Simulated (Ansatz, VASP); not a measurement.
CoO in VASP and in Ansatz

```
CELL_PARAMETERS angstrom
2.66125 0.00000 0.00000
0.00000 2.66125 0.00000
0.00000 0.00000 2.66125
ATOMIC_POSITIONS crystal
Co 0.00000 0.00000 0.00000
O 0.50000 0.50000 0.50000
```

Alike in both runs: task single point; functional PBE; k mesh 10 × 10 × 10; occupations gaussian, width 0.02 eV; collinear spin; Hubbard terms Co d U = 3.32 eV.

|  | VASP | Ansatz |
| --- | --- | --- |
| version | VASP 6.6.1 | Ansatz 0.2.0 |
| potentials or method | VASP PAW PBE potentials, release 64 (Co, O), cutoff 520 eV | scalar-relativistic, plane waves, PAW |
| valence electrons in the cell | 15 | 23 |

```csv
,VASP,Ansatz,Ansatz less VASP
gap on the k mesh at the Fermi level (eV),1.03,0.87,-0.164
least direct gap on the mesh (eV),1.61,1.63,+0.019
pressure (GPa),-4.0,0.0,+3.98
net moment per atom (μB),1.50,1.50,0.000
size of the moment on the site where the two differ most (μB),2.69,2.61,-0.078
```

Site moments also hang on the region over which each program counts them. The programs project onto different local orbitals, so the same U acts differently, and such runs can settle in different states. VASP's potentials hold 15 valence electrons a cell and Ansatz's 23, so a difference there can come from the potentials and not from the codes.
